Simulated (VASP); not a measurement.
Wanted: the native input for a VASP 6.6.1 run.

* Task: single point
* Functional: LDA
* Potentials or basis: VASP PAW LDA potentials, release 64 (Ni)
* Cutoff: 520 eV
* k mesh: 7 × 13 × 13
* Occupations: fermi-dirac, width 0.05 eV
* Spin: collinear spin, ferromagnetic start
* Starting moments: [2.0, 2.0] μB
* Dipole correction: no
* Further INCAR settings: ALGO = Normal; EDIFF = 1e-06; NBANDS = 21; ISYM = 0

The structure of Ni lies in POSCAR:

```
Ni
1.0
    0.0000000000      3.5388000000      3.5388000000
    1.7694000000      0.0000000000      1.7694000000
    1.7694000000      1.7694000000      0.0000000000
Ni
2
Direct
    0.0000000000      0.0000000000      0.0000000000
    0.5000000000      0.0000000000      0.0000000000
```

One way to write it, as run:

INCAR

```
SYSTEM = Ni
  PREC = Accurate
  ENCUT = 520
  EDIFF = 1E-6
  ISMEAR = -1
  SIGMA = 0.05
  LREAL = .FALSE.
  LASPH = .TRUE.
  NELM = 150
  ALGO = Normal
  ISIF = 2
  LWAVE = .FALSE.
  LCHARG = .FALSE.
  ISPIN = 2
  MAGMOM = 2 2
  LORBIT = 11
  LMAXMIX = 4
  ISYM = 0
  NBANDS = 21
```

KPOINTS

```
Automatic mesh
0
G
  7 13 13
  0 0 0
```

Potentials or basis: VASP PAW LDA potentials, release 64 (Ni).

The run is started by

```console
$ cat potpaw_LDA.64/Ni/POTCAR > POTCAR
$ mpirun -np 1 vasp_std > vasp.out
```

It gave:

| Quantity | Value |
| --- | --- |
| Pressure | -19.9 GPa |
| Net moment | 1.19 μB per cell |
| Site moments | Ni +0.60 μB |
| Valence electrons inside the program's atomic spheres | Ni 9.29 |

Caveat: the cell stands under tension.

It took 4.5 min on 1 thread of AMD EPYC 9R45 96-Core Processor (Zen 5), with other jobs on the host, peak memory 0.41 GiB.
